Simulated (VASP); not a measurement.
**Cu: single point with LDA**

Crystal: Cu.

```
Cu
1.0
    -1.46310    1.46310    1.27405
     1.46310   -1.46310    1.27405
     1.46310    1.46310   -1.27405
Cu
1
Direct
  0.00000 0.00000 0.00000
```

```
Program             : VASP 6.6.1
Task                : single point
Functional          : LDA
Potentials or basis : VASP PAW LDA potentials, release 64 (Cu)
Cutoff              : 520 eV
k mesh              : 22 × 22 × 22
Occupations         : gaussian, width 0.15 eV
Spin                : no spin polarisation
```

- Pressure: 1.8 GPa

Stress tensor (GPa, compression positive):
```
0.74 0.00 0.00
0.00 0.74 0.00
0.00 0.00 3.87
```

Levels at points of the mesh, in eV from the Fermi level:
| k point | band 3 | band 4 | band 5 | band 6 | band 7 | band 8 | band 9 | band 10 |
| --- | --- | --- | --- | --- | --- | --- | --- | --- |
| (0.00, 0.00, 0.00) | -3.16 | -3.16 | -2.74 | -2.03 | 23.93 | 23.93 | 28.09 | 28.49 |
| (0.50, 0.00, 0.00) | -2.37 | -1.82 | -1.49 | -0.34 | 5.40 | 17.08 | 17.17 | 21.40 |
| (0.50, 0.50, 0.00) | -2.83 | -2.32 | -1.53 | -1.48 | 3.75 | 20.89 | 21.61 | 25.00 |
| (0.50, 0.50, 0.50) | -1.70 | -1.70 | -1.55 | 6.74 | 6.74 | 12.48 | 12.94 | 13.75 |

It took 56 s on 1 thread of Intel(R) Xeon(R) 6975P-C (Granite Rapids), with other jobs on the host, peak memory 0.21 GiB.
